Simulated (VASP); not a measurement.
# MgCd2SO2 (P4/mmm) in VASP: single point with PBE

Aim: the single point of MgCd2SO2 with PBE.

Everything below comes from runs of VASP 6.6.1. Logs are shortened: lines on timing, memory, paths and dates and some standing lists are left out, and cuts for length are marked.

## Step 1: The cell of the first run

It takes space group P4/mmm (No. 123, tetragonal). Conventional cell: a = 4.209 Å, b = 4.209 Å, c = 5.416 Å, α = 90.00°, β = 90.00°, γ = 90.00°. Mg (site symmetry 4/mmm) has 2 S at 2.71 Å and 8 Cd at 3.21 Å and 8 O at 3.43 Å within 3.6 Å. Within 3.4 Å of Cd (site symmetry 4mm) lie 2 Cd at 2.41 to 3.01 Å and 4 O at 2.59 Å and 4 Mg at 3.21 Å and 4 S at 3.33 Å. S (site symmetry 4/mmm) has 4 O at 2.10 Å and 2 Mg at 2.71 Å within 2.8 Å. Within 2.8 Å of O (site symmetry mmm) lie 2 S at 2.10 Å and 4 Cd at 2.59 Å.

The cell was generated, and may not be a known phase.

## Step 2: Single point, PBE, collinear spin, ferromagnetic start

Contents of INCAR:

```
SYSTEM = MgCd2SO2
PREC = Accurate
ENCUT = 840
EDIFF = 1E-6
ISMEAR = 0
SIGMA = 0.1
LREAL = .False.
LASPH = .True.
NELM = 200
ALGO = Normal
ISIF = 2
LWAVE = .False.
LCHARG = .False.
ISPIN = 2
MAGMOM = 0 0 0 0 1 1
LORBIT = 11
GGA = PE
NBANDS = 47
GGA_COMPAT = .False.
```

Contents of KPOINTS:

```
regular mesh
0
Gamma
  4 4 4
  0 0 0
```

Contents of POSCAR:

```
MgCd2SO2
1.0
    4.2087846600      0.0000000000      0.0000000000
    0.0000000000      4.2087846600      0.0000000000
    0.0000000000      0.0000000000      5.4158425100
Mg Cd S O
1 2 1 2
Direct
    0.0000000000      0.0000000000      0.5000000000
    0.5000000000      0.5000000000      0.7223759900
    0.5000000000      0.5000000000      0.2776240100
    0.0000000000      0.0000000000      0.0000000000
    0.5000000000      0.0000000000      0.0000000000
    0.0000000000      0.5000000000      0.0000000000
```

Potentials or basis: VASP PAW PBE potentials, release 64 (Mg_sv, Cd_sv_GW, S, O).

Launch:

```console
$ cat potpaw_PBE.64/Mg_sv/POTCAR potpaw_PBE.64/Cd_sv_GW/POTCAR potpaw_PBE.64/S/POTCAR potpaw_PBE.64/O/POTCAR > POTCAR
$ mpirun -np 1 vasp_std > vasp.out
```

OUTCAR:

```text
SYSTEM = MgCd2SO2
   PREC = Accurate
   ENCUT = 840
   EDIFF = 1E-6
   ISMEAR = 0
   LREAL = .False.
   LASPH = .True.
   NELM = 200
   ISIF = 2
   ISPIN = 2
   LORBIT = 11
   GGA = PE

 ion  position               nearest neighbor table
   1  0.000  0.000  0.500-
   2  0.500  0.500  0.722-   3 2.41
   3  0.500  0.500  0.278-   2 2.41
   4  0.000  0.000  0.000-   5 2.10   6 2.10   6 2.10   5 2.10
   5  0.500  0.000  0.000-   4 2.10   4 2.10
   6  0.000  0.500  0.000-   4 2.10   4 2.10

  LATTYP: Found a simple tetragonal cell.
 ALAT       =     4.2087846600
 C/A-ratio  =     1.2867948701

  Lattice vectors:

 A1 = (   4.2087846600,   0.0000000000,   0.0000000000)
 A2 = (   0.0000000000,   4.2087846600,   0.0000000000)
 A3 = (   0.0000000000,   0.0000000000,   5.4158425100)

Analysis of symmetry for initial positions (statically):
=====================================================================
 Subroutine PRICEL returns:
 Original cell was already a primitive cell.

 Routine SETGRP: Setting up the symmetry group for a
 simple tetragonal supercell.

 Subroutine GETGRP returns: Found 16 space group operations
 (whereof 16 operations were pure point group operations)
 out of a pool of 16 trial point group operations.

The static configuration has the point symmetry D_4h.

Analysis of symmetry for dynamics (positions and initial velocities):
=====================================================================
 Subroutine PRICEL returns:
 Original cell was already a primitive cell.

 Routine SETGRP: Setting up the symmetry group for a
 simple tetragonal supercell.

 Subroutine GETGRP returns: Found 16 space group operations
 (whereof 16 operations were pure point group operations)
 out of a pool of 16 trial point group operations.

The dynamic configuration has the point symmetry D_4h.

Analysis of structural, dynamic, and magnetic symmetry:
=====================================================================
 Subroutine PRICEL returns:
 Original cell was already a primitive cell.

 Routine SETGRP: Setting up the symmetry group for a
 simple tetragonal supercell.

 Subroutine GETGRP returns: Found 16 space group operations
 (whereof 16 operations were pure point group operations)
 out of a pool of 16 trial point group operations.

The overall configuration has the point symmetry D_4h.

 Subroutine INISYM returns: Found 16 space group operations
 (whereof 16 operations are pure point group operations),
 and found     1 'primitive' translations

----------------------------------------------------------------------------------------

                                     Primitive cell

  volume of cell :      95.9355

  direct lattice vectors                    reciprocal lattice vectors
     4.208784660  0.000000000  0.000000000     0.237598281  0.000000000  0.000000000
     0.000000000  4.208784660  0.000000000     0.000000000  0.237598281  0.000000000
     0.000000000  0.000000000  5.415842510     0.000000000  0.000000000  0.184643478

  length of vectors
     4.208784660  4.208784660  5.415842510     0.237598281  0.237598281  0.184643478

  position of ions in fractional coordinates (direct lattice)
     0.000000000  0.000000000  0.500000000
     0.500000000  0.500000000  0.722375990
     0.500000000  0.500000000  0.277624010
     0.000000000  0.000000000  0.000000000
     0.500000000  0.000000000  0.000000000
     0.000000000  0.500000000  0.000000000

  ion indices of the primitive-cell ions
   primitive index   ion index
                 1           1
                 2           2
                 3           3
                 4           4
                 5           5
                 6           6

----------------------------------------------------------------------------------------

 KPOINTS: regular mesh

Automatic generation of k-mesh.
 Grid dimensions read from file:
 generate k-points for:    4    4    4

 Generating k-lattice:

  Cartesian coordinates                     Fractional coordinates (reciprocal lattice)
     0.059399570  0.000000000  0.000000000     0.250000000  0.000000000  0.000000000
     0.000000000  0.059399570  0.000000000     0.000000000  0.250000000  0.000000000
     0.000000000  0.000000000  0.046160870     0.000000000  0.000000000  0.250000000

  Length of vectors
     0.059399570  0.059399570  0.046160870

  Shift w.r.t. Gamma in fractional coordinates (k-lattice)
     0.000000000  0.000000000  0.000000000

 Subroutine IBZKPT returns following result:
 ===========================================

 Found     18 irreducible k-points:

 Following reciprocal coordinates:
            Coordinates               Weight
  0.000000  0.000000  0.000000      1.000000
  0.250000  0.000000  0.000000      4.000000
  0.500000  0.000000  0.000000      2.000000
  0.250000  0.250000  0.000000      4.000000
  0.500000  0.250000  0.000000      4.000000
  0.500000  0.500000  0.000000      1.000000
[... 10 lines left out ...]
  0.500000  0.250000  0.500000      4.000000
  0.500000  0.500000  0.500000      1.000000
   k-points           NKPTS =     18   k-points in BZ     NKDIM =     18   number of bands    NBANDS=     47
   number of dos      NEDOS =    301   number of ions     NIONS =      6
   total plane-waves  NPLWV =  86400
   dimension x,y,z NGX =    40 NGY =   40 NGZ =   54
   dimension x,y,z NGXF=    80 NGYF=   80 NGZF=  108
   ions per type =               1   2   1   2
   NGX,Y,Z   is equivalent  to a cutoff of  15.80, 15.80, 16.58 a.u.
   NGXF,Y,Z  is equivalent  to a cutoff of  31.60, 31.60, 33.15 a.u.
 SYSTEM =  MgCd2SO2
   PREC   = accura    normal or accurate (medium, high low for compatibility)
   ISTART =      0    job   : 0-new  1-cont  2-samecut
   ICHARG =      2    charge: 1-file 2-atom 10-const
   ISPIN  =      2    spin polarized calculation?
   LNONCOLLINEAR =      F non collinear calculations
   LSORBIT =      F    spin-orbit coupling
   LASPH  =      T    aspherical Exc in radial PAW
   ENCUT  =  840.0 eV  61.74 Ry    7.86 a.u.   9.95  9.95 12.80*2*pi/ulx,y,z
   NELM   =    200;   NELMIN=  2; NELMDL= -5     # of ELM steps
   EDIFF  = 0.1E-05   stopping-criterion for ELM
   LREAL  =      F    real-space projection
   EDIFFG = 0.1E-04   stopping-criterion for IOM
   NSW    =      0    number of steps for IOM
   IBRION =     -1    ionic relax: 0-MD 1-quasi-New 2-CG
   NFREE  =      0    steps in history (QN), initial steepest desc. (CG)
   ISIF   =      2    stress and relaxation
   ISYM   =      2    0-nonsym 1-usesym 2-fastsym
   POTIM  = 0.5000    time-step for ionic-motion
   TEBEG  =    0.0;   TEEND  =   0.0 temperature during run
   PSTRESS=    0.0 pullay stress
   NELECT =      68.0000    total number of electrons
   NUPDOWN=      -1.0000    fix difference up-down
   EMIN   =  10.00;   EMAX   =-10.00  energy-range for DOS
   EFERMI =   0.00;   METHOD = LEGACY
   ISMEAR =     0;   SIGMA  =   0.10  broadening in eV -4-tet -1-fermi 0-gaus
   EFERMI_NEDOS =   21; number of points for ismear=-14 and -15
   IALGO  =     38    algorithm
   IMIX   =      4    mixing-type and parameters
     AMIX     =   0.40;   BMIX     =  1.00
     AMIX_MAG =   1.60;   BMIX_MAG =  1.00
  volume/ion in A,a.u.               =      15.99       107.90
  Fermi-wavevector in a.u.,A,eV,Ry     =   1.459659  2.758355 28.988621  2.130604
  Thomas-Fermi vector in A             =   2.576200
   LORBIT       =     11    0 simple, 1 ext, 2 COOP (PROOUT), +10 PAW based schemes
   GGA     = PE    functional components
   LHFCALC =     F    Hartree Fock is set to
   AEXX    =    0.0000 exact exchange contribution
   IVDW    =     0    specifies the selected vdW correction
   LEPSILON=     F    determine dielectric tensor
   LRPA    =     F    only Hartree local field effects (RPA)
 spin polarized calculation
 Gauss-broadening in eV      SIGMA  =   0.10
  energy-cutoff  :      840.00
  volume of cell :       95.94
 maximum number of plane-waves:      5328
 NGX is ok and might be reduce to    40
   NGX = 19   NGY = 19   NGZ = 25

 number of electron      67.9999979 magnetization      -0.0158347

 number of electron      67.9999979 magnetization       0.0001802

 Free energy of the ion-electron system (eV)
  ---------------------------------------------------
  ext. energy  EPLUGINS =         0.00000000
  ---------------------------------------------------
  free energy    TOTEN  =       -17.93575650 eV

  energy without entropy =      -17.92053180  energy(sigma->0) =      -17.92814415

 E-fermi :   5.7176     XC(G=0): -10.6786

 val. band max:        5.6008045356   @ k =   0.5000   0.0000   0.0000
 cond. band min:       5.7383803138   @ k =   0.2500   0.2500   0.0000
 fundamental gap:      0.1375757783
 Fermi energy:         5.7176039696

 spin component 1

 k-point     1 :       0.0000    0.0000    0.0000
  band No.  band energies     occupation
      1     -97.6470      1.00000
      2     -97.6237      1.00000
      3     -71.2703      1.00000
      4     -58.8679      1.00000
      5     -58.6719      1.00000
      6     -58.6719      1.00000
[... 38 lines left out ...]
     45      16.0707      0.00000
     46      16.0793      0.00000

 k-point     2 :       0.2500    0.0000    0.0000
  band No.  band energies     occupation
      1     -97.6470      1.00000
      2     -97.6237      1.00000
      3     -71.2703      1.00000
      4     -58.8679      1.00000
      5     -58.6720      1.00000
      6     -58.6719      1.00000
[... 776 lines left out ...]
 k-point    18 :       0.5000    0.5000    0.5000
  band No.  band energies     occupation
      1     -97.6461      1.00000
      2     -97.6245      1.00000
      3     -71.2704      1.00000
      4     -58.8524      1.00000
      5     -58.6709      1.00000
      6     -58.6709      1.00000
[... 38 lines left out ...]
     45      16.8316      0.00000
     46      17.1160      0.00000
 Fermi energy:         5.7176039696

 spin component 2

 k-point     1 :       0.0000    0.0000    0.0000
  band No.  band energies     occupation
      1     -97.6470      1.00000
      2     -97.6237      1.00000
      3     -71.2703      1.00000
      4     -58.8679      1.00000
      5     -58.6719      1.00000
      6     -58.6719      1.00000
[... 38 lines left out ...]
     45      16.0708      0.00000
     46      16.0857      0.00000

 k-point     2 :       0.2500    0.0000    0.0000
  band No.  band energies     occupation
      1     -97.6470      1.00000
      2     -97.6237      1.00000
      3     -71.2703      1.00000
      4     -58.8679      1.00000
      5     -58.6720      1.00000
      6     -58.6719      1.00000
[... 776 lines left out ...]
 k-point    18 :       0.5000    0.5000    0.5000
  band No.  band energies     occupation
      1     -97.6461      1.00000
      2     -97.6245      1.00000
      3     -71.2704      1.00000
      4     -58.8524      1.00000
      5     -58.6709      1.00000
      6     -58.6709      1.00000
[... 38 lines left out ...]
     45      16.8317      0.00000
     46      17.1160      0.00000
 [bands above 46 left out]

------------------------ aborting loop because EDIFF is reached ----------------------------------------

  FORCE on cell =-STRESS in cart. coord.  units (eV):
  Direction    XX          YY          ZZ          XY          YZ          ZX
  --------------------------------------------------------------------------------------
  -------------------------------------------------------------------------------------
  Total        1.2331296      1.2331296      3.1128650      0.0000000     -0.0000000      0.0000000
  in kB       20.5939597     20.5939597     51.9866011      0.0000000     -0.0000000      0.0000000
  external PRESSURE =      31.0581735 kB  Pullay stress =       0.0000000 kB

 VOLUME and BASIS-vectors are now :
 -----------------------------------------------------------------------------
  energy-cutoff  :      840.00
  volume of cell :       95.94
      direct lattice vectors                 reciprocal lattice vectors
     4.208784660  0.000000000  0.000000000     0.237598281  0.000000000  0.000000000
     0.000000000  4.208784660  0.000000000     0.000000000  0.237598281  0.000000000
     0.000000000  0.000000000  5.415842510     0.000000000  0.000000000  0.184643478

 POSITION                                       TOTAL-FORCE (eV/Angst)
 -----------------------------------------------------------------------------------
      0.00000      0.00000      2.70792         0.000000     -0.000000      0.000000
      2.10439      2.10439      3.91227         0.000000      0.000000      3.182318
      2.10439      2.10439      1.50357        -0.000000      0.000000     -3.182318
      0.00000      0.00000      0.00000         0.000000     -0.000000      0.000000
      2.10439      0.00000      0.00000         0.000000     -0.000000      0.000000
      0.00000      2.10439      0.00000         0.000000     -0.000000      0.000000
 -----------------------------------------------------------------------------------
    total drift:                               -0.000000     -0.000000     -0.000000

  FREE ENERGIE OF THE ION-ELECTRON SYSTEM (eV)
  ---------------------------------------------------
  free  energy   TOTEN  =       -17.9357565028 eV

  energy  without entropy=      -17.9205317992  energy(sigma->0) =      -17.92814415

 total charge

# of ion       s       p       d       f       tot
--------------------------------------------------
    1        2.114   5.967   0.009   0.000   8.090
    2        2.326   6.171   9.164   0.007  17.668
    3        2.326   6.171   9.164   0.007  17.668
    4        1.435   2.048   0.000   0.000   3.483
    5        1.613   3.235   0.000   0.000   4.848
    6        1.613   3.235   0.000   0.000   4.848
--------------------------------------------------
tot         11.427  26.827  18.337   0.014  56.605

 magnetization (x)

# of ion       s       p       d       f       tot
--------------------------------------------------
    1        0.000   0.000   0.000   0.000   0.000
    2        0.000   0.000   0.000   0.000   0.000
    3        0.000   0.000   0.000   0.000   0.000
    4        0.000   0.000   0.000   0.000   0.000
    5        0.000  -0.000   0.000   0.000  -0.000
    6        0.000  -0.000   0.000   0.000  -0.000
--------------------------------------------------
tot          0.000   0.000   0.000   0.000   0.000
```

Wall time 3.7 min (1 thread of Intel Xeon 6975P-C (Granite Rapids), shared host); peak memory 0.52 GiB.

What came out:

| Item | Value |
| --- | --- |
| Free energy | -17.9358 eV |
| Pressure | 3.1 GPa |
| Largest force | 3.182 eV/Å |
| Band gap on the k mesh | zero (filled and empty bands overlap) |
| Net moment | 0.00 μB per cell |
| Valence electrons inside the program's atomic spheres | Mg 8.09; Cd 17.67; S 3.48; O 4.85 |

Forces in eV/Å, atoms in the order of the input:
```
Mg   0.000  0.000  0.000
Cd   0.000  0.000  3.182
Cd   0.000  0.000 -3.182
S    0.000  0.000  0.000
O    0.000  0.000  0.000
O    0.000  0.000  0.000
```

Stress tensor (GPa, compression positive):
```
2.06 0.00 0.00
0.00 2.06 0.00
0.00 0.00 5.20
```

Levels at points of the mesh, in eV from the Fermi level:
Spin up:
```tsv
k point	band 30	band 31	band 32	band 33	band 34	band 35	band 36	band 37	band 38	band 39
(0.00, 0.00, 0.00)	-3.18	-3.18	-2.74	-1.14	1.43	2.61	2.61	3.23	3.79	4.60
(0.50, 0.00, 0.00)	-3.82	-3.36	-2.63	-2.23	-1.72	-0.12	2.64	3.81	3.84	4.17
(0.50, 0.50, 0.00)	-3.65	-2.51	-2.24	-1.82	-1.82	-1.47	0.20	0.20	0.49	2.11
(0.00, 0.00, 0.50)	-2.98	-2.98	-2.77	-1.47	-1.42	1.59	1.59	4.24	4.24	4.51
(0.50, 0.00, 0.50)	-3.52	-2.36	-2.23	-1.94	-0.12	0.07	1.36	2.54	3.57	4.03
(0.50, 0.50, 0.50)	-3.71	-3.64	-2.23	-1.24	-1.11	-1.11	0.64	0.64	2.42	3.11
```
Spin down:
| k point | band 31 | band 32 | band 33 | band 34 | band 35 | band 36 | band 37 | band 38 |
| --- | --- | --- | --- | --- | --- | --- | --- | --- |
| (0.00, 0.00, 0.00) | -3.18 | -2.74 | -1.14 | 1.43 | 2.61 | 2.61 | 3.23 | 3.79 |
| (0.50, 0.00, 0.00) | -3.36 | -2.63 | -2.23 | -1.72 | -0.12 | 2.64 | 3.81 | 3.84 |
| (0.50, 0.50, 0.00) | -2.51 | -2.24 | -1.82 | -1.82 | -1.47 | 0.20 | 0.20 | 0.49 |
| (0.00, 0.00, 0.50) | -2.98 | -2.77 | -1.47 | -1.42 | 1.59 | 1.59 | 4.24 | 4.24 |
| (0.50, 0.00, 0.50) | -2.36 | -2.23 | -1.94 | -0.12 | 0.07 | 1.36 | 2.54 | 3.57 |
| (0.50, 0.50, 0.50) | -3.64 | -2.23 | -1.24 | -1.11 | -1.11 | 0.64 | 0.64 | 2.42 |

Caveat: the k points lie up to 0.37 Å⁻¹ apart, too coarse for converged energies and pressures of a metal; forces of over 1 eV/Å act on the atoms, so gaps and moduli don't describe the material at rest.

The gap in the log of VASP goes by the Fermi energy; the results here count the filled bands.